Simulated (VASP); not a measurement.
Runs of VASP 6.6.1 on Rh. The structure is that of space group Fm-3m (No. 225), or close to it. The cells are those of the table. 

| task | cell | k mesh | cutoff (eV) | smearing | gap on the mesh (eV) | pressure (GPa) | relaxed volume (Å³/atom) |
| --- | --- | --- | --- | --- | --- | --- | --- |
| relaxation of cell and atoms | relaxed from a = 2.687 Å, angles 60.0°, 1 atom | 18 × 18 × 18 | 600 | fermi-dirac 0.15 eV | none | 0.0 | 13.82 |
| single point | a = 2.687 Å, angles 60.0°, 1 atom | 18 × 18 × 18 | 520 | gaussian 0.1 eV | none | 1.2 | - |
| single point | a = 2.690 Å, angles 60.0°, 1 atom | 18 × 18 × 18 | 520 | fermi-dirac 0.15 eV | none | 1.2 | - |
| relaxation of cell and atoms | relaxed from a = 2.691 Å, angles 60.0°, 1 atom | 18 × 18 × 18 | 600 | gaussian 0.1 eV | none | 0.0 | (a) |
| single point | a = 2.691 Å, angles 60.0°, 1 atom | 8 × 8 × 8 | 520 | gaussian 0.1 eV | none | 0.6 | - |

Alike in all rows: level r2SCAN; potentials or basis VASP PAW PBE potentials, release 64 (Rh_pv); no spin polarisation.

Q: Fill in the values left out.

A: (a) 13.77.

Caveats: the PAW data sets were made with another functional, which shifts forces and pressure a little; an empty level that is flat over the whole mesh can mark a ghost state of the potentials, or a narrow d or f band (at least some runs).

A k mesh can miss the band edges, and the runs leave out spin-orbit coupling on Rh.

A gap of «none» marks levels without a gap at the run's occupations.
